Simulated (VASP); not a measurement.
# CsSrF3 (P1) in VASP: further runs

The runs below take CsSrF3 through relaxation of cell and atoms, single point, with LDA.

Everything below comes from runs of VASP 6.6.1. Logs are shortened: lines on timing, memory, paths and dates and some standing lists are left out, and cuts for length are marked.

### Step 1. The cell of the first run

The typed cell holds 5 atoms: a = 4.570 Å, b = 4.818 Å, c = 4.717 Å, α = 92.73°, β = 94.73°, γ = 88.73°.

### Step 2. Relaxation of cell and atoms, LDA

The input, INCAR:

```
  PREC = Accurate
  ENCUT = 600
  EDIFF = 1E-6
  ISMEAR = 0
  SIGMA = 0.05
  LREAL = F
  LASPH = T
  NELM = 100
  ALGO = Normal
  ISIF = 3
  LWAVE = F
  LCHARG = F
  GGA = CA
  IBRION = 2
  NSW = 100
  EDIFFG = -0.01
```

The input, KPOINTS:

```
regular mesh
0
Gamma
  6 6 6
```

The input, POSCAR:

```
CsSrF3
1.0
    4.5657260690      0.0495769492     -0.1911906052
    0.0495769492      4.8165489049     -0.1127361157
   -0.1911906052     -0.1127361157      4.7122476513
Cs Sr F
1 1 3
Direct
   -0.0039782675      0.0599443831      0.0052809521
    0.5013856005      0.4689616739      0.5064286563
    0.0038658531      0.4921194687      0.5233447309
    0.5042020512      0.0043516683      0.4885659191
    0.4945247628      0.4746228059     -0.0236202585
```

Potentials or basis: VASP PAW LDA potentials, release 64 (Cs_sv, Sr_sv, F).

Launch:

```bash
cat potpaw_LDA.64/Cs_sv/POTCAR potpaw_LDA.64/Sr_sv/POTCAR potpaw_LDA.64/F/POTCAR > POTCAR
mpirun -np 1 vasp_std > vasp.out
```

OUTCAR:

```text
PREC = Accurate
   ENCUT = 600
   EDIFF = 1E-6
   ISMEAR = 0
   LREAL = F
   LASPH = T
   NELM = 100
   ISIF = 3
   GGA = CA
   IBRION = 2
   NSW = 100
   EDIFFG = -0.01

 ion  position               nearest neighbor table
   1  0.996  0.060  0.005-   2 3.70   2 3.73   2 3.85   2 4.04
   2  0.501  0.469  0.506-   5 2.22   4 2.24   3 2.28   3 2.30   5 2.50   4 2.59   1 3.70   1 3.73
                             1 3.85   1 4.04
   3  0.004  0.492  0.523-   2 2.28   2 2.30
   4  0.504  0.004  0.489-   2 2.24   2 2.59
   5  0.495  0.475  0.976-   2 2.22   2 2.50

  LATTYP: Found a triclinic cell.
 ALAT       =     4.7174719084
 B/A-ratio  =     1.3336176990
 C/A-ratio  =     1.0213358427
 COS(alpha) =     0.0196956332
 COS(beta)  =     0.0476792188
 COS(gamma) =     0.6898836269

  Lattice vectors:

 A1 = (   0.1911906052,   0.1127361157,  -4.7122476513)
 A2 = (  -4.3745354638,   0.0631591665,  -4.5210570461)
 A3 = (   0.0495769492,   4.8165489049,  -0.1127361157)

Analysis of symmetry for initial positions (statically):
=====================================================================
 Subroutine PRICEL returns:
 Original cell was already a primitive cell.

 Routine SETGRP: Setting up the symmetry group for a
 triclinic supercell.

 Subroutine GETGRP returns: Found  1 space group operations
 (whereof  1 operations were pure point group operations)
 out of a pool of  2 trial point group operations.

The static configuration has the point symmetry C_1 .

Analysis of symmetry for dynamics (positions and initial velocities):
=====================================================================
 Subroutine PRICEL returns:
 Original cell was already a primitive cell.

 Routine SETGRP: Setting up the symmetry group for a
 triclinic supercell.

 Subroutine GETGRP returns: Found  1 space group operations
 (whereof  1 operations were pure point group operations)
 out of a pool of  2 trial point group operations.

The dynamic configuration has the point symmetry C_1 .

 Subroutine INISYM returns: Found  1 space group operations
 (whereof  1 operations are pure point group operations),
 and found     1 'primitive' translations

----------------------------------------------------------------------------------------

                                     Primitive cell

  volume of cell :     103.3837

  direct lattice vectors                    reciprocal lattice vectors
     4.565726069  0.049576949 -0.191190605     0.219416223 -0.002051240  0.008853327
     0.049576949  4.816548905 -0.112736116    -0.002051240  0.207753033  0.004887072
    -0.191190605 -0.112736116  4.712247651     0.008853327  0.004887072  0.212689081

  length of vectors
     4.569996308  4.818123147  4.717471908     0.219604344  0.207820629  0.212929355

  position of ions in fractional coordinates (direct lattice)
     0.996021732  0.059944383  0.005280952
     0.501385601  0.468961674  0.506428656
     0.003865853  0.492119469  0.523344731
     0.504202051  0.004351668  0.488565919
     0.494524763  0.474622806  0.976379741

  ion indices of the primitive-cell ions
   primitive index   ion index
                 1           1
                 2           2
                 3           3
                 4           4
                 5           5

----------------------------------------------------------------------------------------

 KPOINTS: regular mesh

Automatic generation of k-mesh.
 Grid dimensions read from file:
 generate k-points for:    6    6    6

 Generating k-lattice:

  Cartesian coordinates                     Fractional coordinates (reciprocal lattice)
     0.036569370 -0.000341873  0.001475555     0.166666667  0.000000000  0.000000000
    -0.000341873  0.034625506  0.000814512     0.000000000  0.166666667  0.000000000
     0.001475555  0.000814512  0.035448180     0.000000000  0.000000000  0.166666667

  Length of vectors
     0.036600724  0.034636771  0.035488226

  Shift w.r.t. Gamma in fractional coordinates (k-lattice)
     0.000000000  0.000000000  0.000000000

 Subroutine IBZKPT returns following result:
 ===========================================

 Found    112 irreducible k-points:

 Following reciprocal coordinates:
            Coordinates               Weight
  0.000000  0.000000  0.000000      1.000000
  0.166667  0.000000  0.000000      2.000000
  0.333333  0.000000  0.000000      2.000000
  0.500000 -0.000000  0.000000      1.000000
  0.000000  0.166667  0.000000      2.000000
  0.166667  0.166667  0.000000      2.000000
[... 16 lines left out ...]
  0.333333 -0.000000  0.166667      2.000000
  0.500000 -0.000000  0.166667      2.000000
 [... further k-points ...]
   k-points           NKPTS =    112   k-points in BZ     NKDIM =    112   number of bands    NBANDS=     24
   number of dos      NEDOS =    301   number of ions     NIONS =      5
   total plane-waves  NPLWV =  64000
   dimension x,y,z NGX =    40 NGY =   40 NGZ =   40
   dimension x,y,z NGXF=    80 NGYF=   80 NGZF=   80
   ions per type =               1   1   3
   NGX,Y,Z   is equivalent  to a cutoff of  14.55, 13.80, 14.10 a.u.
   NGXF,Y,Z  is equivalent  to a cutoff of  29.10, 27.60, 28.19 a.u.
 SYSTEM =  unknown system
   PREC   = accura    normal or accurate (medium, high low for compatibility)
   ISTART =      0    job   : 0-new  1-cont  2-samecut
   ICHARG =      2    charge: 1-file 2-atom 10-const
   ISPIN  =      1    spin polarized calculation?
   LNONCOLLINEAR =      F non collinear calculations
   LSORBIT =      F    spin-orbit coupling
   LASPH  =      T    aspherical Exc in radial PAW
   ENCUT  =  600.0 eV  44.10 Ry    6.64 a.u.   9.13  9.62  9.42*2*pi/ulx,y,z
   NELM   =    100;   NELMIN=  2; NELMDL= -5     # of ELM steps
   EDIFF  = 0.1E-05   stopping-criterion for ELM
   LREAL  =      F    real-space projection
   EDIFFG = -.1E-01   stopping-criterion for IOM
   NSW    =    100    number of steps for IOM
   IBRION =      2    ionic relax: 0-MD 1-quasi-New 2-CG
   NFREE  =      1    steps in history (QN), initial steepest desc. (CG)
   ISIF   =      3    stress and relaxation
   ISYM   =      2    0-nonsym 1-usesym 2-fastsym
   POTIM  = 0.5000    time-step for ionic-motion
   TEBEG  =    0.0;   TEEND  =   0.0 temperature during run
   PSTRESS=    0.0 pullay stress
   NELECT =      40.0000    total number of electrons
   NUPDOWN=      -1.0000    fix difference up-down
   EMIN   =  10.00;   EMAX   =-10.00  energy-range for DOS
   EFERMI =   0.00;   METHOD = LEGACY
   ISMEAR =     0;   SIGMA  =   0.05  broadening in eV -4-tet -1-fermi 0-gaus
   EFERMI_NEDOS =   21; number of points for ismear=-14 and -15
   IALGO  =     38    algorithm
   IMIX   =      4    mixing-type and parameters
     AMIX     =   0.40;   BMIX     =  1.00
     AMIX_MAG =   1.60;   BMIX_MAG =  1.00
  volume/ion in A,a.u.               =      20.68       139.53
  Fermi-wavevector in a.u.,A,eV,Ry     =   1.192919  2.254289 19.361835  1.423055
  Thomas-Fermi vector in A             =   2.328945
   LORBIT       =      0    0 simple, 1 ext, 2 COOP (PROOUT), +10 PAW based schemes
   GGA     = CA    functional components
   LHFCALC =     F    Hartree Fock is set to
   AEXX    =    0.0000 exact exchange contribution
   IVDW    =     0    specifies the selected vdW correction
   LEPSILON=     F    determine dielectric tensor
   LRPA    =     F    only Hartree local field effects (RPA)
 conjugate gradient relaxation of ions
 non-spin polarized calculation
 Gauss-broadening in eV      SIGMA  =   0.05
  energy-cutoff  :      600.00
  volume of cell :      103.38
 maximum number of plane-waves:      3473
 NGX is ok and might be reduce to    40
   NGX = 19   NGY = 19   NGZ = 19

--------------------------------------- Ionic step        1  -------------------------------------------

 number of electron      40.0000013 magnetization

 Free energy of the ion-electron system (eV)
  ---------------------------------------------------
  ext. energy  EPLUGINS =         0.00000000
  ---------------------------------------------------
  free energy    TOTEN  =       -26.88035983 eV

  energy without entropy =      -26.88035983  energy(sigma->0) =      -26.88035983

------------------------ aborting loop because EDIFF is reached ----------------------------------------

  FORCE on cell =-STRESS in cart. coord.  units (eV):
  Direction    XX          YY          ZZ          XY          YZ          ZX
  --------------------------------------------------------------------------------------
  -------------------------------------------------------------------------------------
  Total        1.5273130     -0.5795151      0.3364722     -0.2140073      0.4325202      0.6293832
  in kB       23.6693617     -8.9809705      5.2144405     -3.3165547      6.7029324      9.7537957
  external PRESSURE =       6.6342772 kB  Pullay stress =       0.0000000 kB
[... 98 lines left out ...]
  FREE ENERGIE OF THE ION-ELECTRON SYSTEM (eV)
  ---------------------------------------------------
  free  energy   TOTEN  =       -27.1089296692 eV

  energy  without entropy=      -27.1089296692  energy(sigma->0) =      -27.10892967

[... ionic steps 4 to 27 ...]

--------------------------------------- Ionic step       28  -------------------------------------------

 number of electron      40.0000009 magnetization

------------------------ aborting loop because EDIFF is reached ----------------------------------------

  FORCE on cell =-STRESS in cart. coord.  units (eV):
  Direction    XX          YY          ZZ          XY          YZ          ZX
  --------------------------------------------------------------------------------------
  -------------------------------------------------------------------------------------
  Total       -0.0167751     -0.0041821     -0.0226923      0.0059428     -0.0193590      0.0042422
  in kB       -0.2660004     -0.0663148     -0.3598289      0.0942344     -0.3069733      0.0672676
  external PRESSURE =      -0.2307147 kB  Pullay stress =       0.0000000 kB
[... 63 lines left out ...]
  energy  without entropy=      -27.1961512817  energy(sigma->0) =      -27.19615128

--------------------------------------- Ionic step       30  -------------------------------------------

 number of electron      40.0000010 magnetization

 Free energy of the ion-electron system (eV)
  ---------------------------------------------------
  ext. energy  EPLUGINS =         0.00000000
  ---------------------------------------------------
  free energy    TOTEN  =       -27.19619501 eV

  energy without entropy =      -27.19619501  energy(sigma->0) =      -27.19619501

 E-fermi :  -1.8578     XC(G=0):  -9.3935

 val. band max:       -2.1408592660   @ k =   0.0000   0.0000   0.0000
 cond. band min:       4.1223290994   @ k =   0.0000   0.0000   0.0000
 fundamental gap:      6.2631883654
 Fermi energy:        -1.8577877623

 k-point     1 :       0.0000    0.0000    0.0000
  band No.  band energies     occupation
      1     -31.5139      2.00000
      2     -20.9089      2.00000
      3     -20.8465      2.00000
      4     -20.8376      2.00000
      5     -19.7415      2.00000
      6     -14.0100      2.00000
[... 637 lines left out ...]
     23       6.8448      0.00000
     24       7.1811      0.00000

 [... further k-points ...]

------------------------ aborting loop because EDIFF is reached ----------------------------------------

  FORCE on cell =-STRESS in cart. coord.  units (eV):
  Direction    XX          YY          ZZ          XY          YZ          ZX
  --------------------------------------------------------------------------------------
  -------------------------------------------------------------------------------------
  Total       -0.0065197     -0.0188141     -0.0205590      0.0047670     -0.0150971      0.0006663
  in kB       -0.1033776     -0.2983217     -0.3259895      0.0755865     -0.2393844      0.0105647
  external PRESSURE =      -0.2425629 kB  Pullay stress =       0.0000000 kB
[... 20 lines left out ...]
  FREE ENERGIE OF THE ION-ELECTRON SYSTEM (eV)
  ---------------------------------------------------
  free  energy   TOTEN  =       -27.1961950067 eV

  energy  without entropy=      -27.1961950067  energy(sigma->0) =      -27.19619501

 reached required accuracy - stopping structural energy minimisation
```

It took 44 min on 1 thread of Intel Xeon 6975P-C (Granite Rapids), shared host; peak memory 0.5 GiB.

Results:

* Free energy: -27.1962 eV
* Relaxed volume: 20.21 Å³/atom
* Relaxed cell: a = 4.657 Å, b = 4.659 Å, c = 4.656 Å, α = 90.04°, β = 89.93°, γ = 90.03°
* Space group after relaxing (to 0.05 Å): Pm (No. 6)
* Energy gained by relaxing: 63.2 meV/atom
* Ionic steps: 30
* Pressure after relaxing: 0.0 GPa
* Largest force after relaxing: 0.010 eV/Å
* Band gap on the k mesh: 6.26 eV, direct

Forces in eV/Å, atoms in the order of the input:
```
Cs  -0.001 -0.010  0.000
Sr   0.002  0.005 -0.005
F    0.000  0.000 -0.002
F   -0.001  0.002  0.001
F    0.000  0.002  0.006
```

Step by step:
| step | energy change (eV) | largest force (eV/Å) | pressure (GPa) | volume (Å³) |
| --- | --- | --- | --- | --- |
| 1 | 0.0000 | 1.7267 | 0.66 | 103.38 |
| 2 | -0.1993 | 0.6569 | -1.17 | 104.65 |
| 3 | -0.2286 | 0.4013 | -1.70 | 105.47 |
| 4 | -0.2290 | 0.3830 | -1.67 | 105.37 |
| 5 | -0.2709 | 0.3346 | -0.12 | 101.95 |
| 6 | -0.2724 | 0.4033 | 0.25 | 101.23 |
| 7 | -0.2912 | 0.2036 | 0.30 | 101.00 |
| 8 | -0.2958 | 0.2378 | 0.40 | 100.81 |
| 9 | -0.3054 | 0.1737 | -0.13 | 101.69 |
| 10 | -0.3078 | 0.1395 | -0.53 | 102.38 |
| 11 | -0.3121 | 0.0622 | -0.04 | 101.31 |
| 12 | -0.3121 | 0.0682 | 0.01 | 101.21 |
| 13 | -0.3129 | 0.0505 | 0.06 | 101.05 |
| 14 | -0.3130 | 0.0447 | 0.12 | 100.95 |
| 15 | -0.3136 | 0.0409 | -0.02 | 101.16 |
| 16 | -0.3137 | 0.0392 | -0.12 | 101.31 |
| 17 | -0.3142 | 0.0281 | -0.03 | 101.07 |
| 18 | -0.3142 | 0.0359 | 0.00 | 101.02 |
| 19 | -0.3144 | 0.0247 | 0.07 | 100.92 |
| 20 | -0.3145 | 0.0341 | 0.10 | 100.80 |
| 21 | -0.3146 | 0.0322 | 0.05 | 100.89 |
| 22 | -0.3149 | 0.0345 | -0.06 | 101.15 |
| 23 | -0.3152 | 0.0164 | -0.05 | 101.10 |
| 24 | -0.3153 | 0.0361 | -0.01 | 101.03 |
| 25 | -0.3154 | 0.0328 | 0.03 | 100.96 |
| 26 | -0.3156 | 0.0244 | 0.11 | 100.79 |
| 27 | -0.3158 | 0.0106 | 0.02 | 100.99 |
| 28 | -0.3158 | 0.0164 | -0.02 | 101.04 |
| 29 | -0.3158 | 0.0138 | -0.01 | 101.02 |
| 30 | -0.3158 | 0.0099 | -0.02 | 101.04 |

Final structure:
```yaml
crystal:
  lattice:
    - [4.65715, -0.00187, 0.00465]
    - [-0.00049, 4.65942, -0.00246]
    - [0.00091, -0.00096, 4.65647]
  atoms:
    - { symbol: Cs, position: [0.99857, 0.01650, 0.99963] }
    - { symbol: Sr, position: [0.49961, 0.50307, 0.49993] }
    - { symbol: F, position: [0.99972, 0.49473, 0.51239] }
    - { symbol: F, position: [0.50386, 0.00200, 0.48825] }
    - { symbol: F, position: [0.49823, 0.48369, 0.99980] }
```

Caveat: the cell differs from its parent crystal (all atoms moved at random, sigma 0.1 Å a component, cell strained at random, sigma 0.03); spin-orbit coupling is left out, which moves the levels of the heavy elements. A k mesh can miss the band edges.

### Step 3. Single point, LDA (atoms moved at random and the cell strained at random)

The input, INCAR:

```
PREC = Accurate ; ENCUT = 520
EDIFF = 1E-6 ; ISMEAR = 0
SIGMA = 0.05 ; LREAL = False
LASPH = True ; NELM = 100
ALGO = Normal ; ISIF = 2
LWAVE = False ; LCHARG = False
GGA = CA ; NBANDS = 28
```

KPOINTS is that of step 2.

POSCAR is that of step 2.

Potentials or basis: VASP PAW LDA potentials, release 64 (Cs_sv, Sr_sv, F).

Launch:

```bash
cat potpaw_LDA.64/Cs_sv/POTCAR potpaw_LDA.64/Sr_sv/POTCAR potpaw_LDA.64/F/POTCAR > POTCAR
mpirun -np 1 vasp_std > vasp.out
```

Wall time 3.6 min (1 thread of Intel Xeon Platinum 8488C (Sapphire Rapids), shared host); peak memory 0.39 GiB.

The run converged. Its results:

- Free energy: -26.8744 eV
- Pressure: 0.7 GPa
- Largest force: 1.727 eV/Å
- Band gap on the k mesh: 6.10 eV, indirect (least direct gap 6.12 eV)

Forces in eV/Å, atoms in the order of the input:
```
Cs   0.050 -0.297 -0.090
Sr   0.072  1.383 -1.031
F   -0.136 -0.046 -0.044
F    0.007 -0.964 -0.035
F    0.006 -0.076  1.200
```

Stress tensor (GPa, compression positive):
```
 2.44 -0.33  0.97
-0.33 -0.83  0.67
 0.97  0.67  0.59
```

Levels at points of the mesh, in eV from the valence-band top:
```csv
k point,band 17,band 18,band 19,band 20,band 21,band 22,band 23,band 24
"(0.00, 0.00, 0.00)",-0.23,-0.13,-0.11,-0.01,6.10,7.47,7.54,8.33
"(0.50, 0.00, 0.00)",-0.55,-0.45,-0.13,-0.11,7.70,8.35,8.94,9.19
"(0.00, 0.50, 0.00)",-0.53,-0.33,-0.11,0.00,7.76,8.31,8.88,9.26
"(0.50, 0.50, 0.00)",-0.40,-0.35,-0.20,-0.12,7.93,8.51,8.84,9.11
"(0.00, 0.00, 0.50)",-0.57,-0.43,-0.12,-0.02,7.65,8.28,9.00,9.28
"(0.50, 0.00, 0.50)",-0.37,-0.27,-0.20,-0.13,8.01,8.48,8.68,9.09
"(0.00, 0.50, 0.50)",-0.51,-0.47,-0.20,-0.01,7.98,8.46,8.92,9.29
"(0.50, 0.50, 0.50)",-0.63,-0.23,-0.20,-0.17,8.33,8.39,8.49,10.39
```

Caveat: the cell differs from its parent crystal (atoms moved at random and the cell strained at random); spin-orbit coupling is left out, which moves the levels of the heavy elements; forces of over 1 eV/Å act on the atoms, so gaps and moduli don't describe the material at rest. A k mesh can miss the band edges.
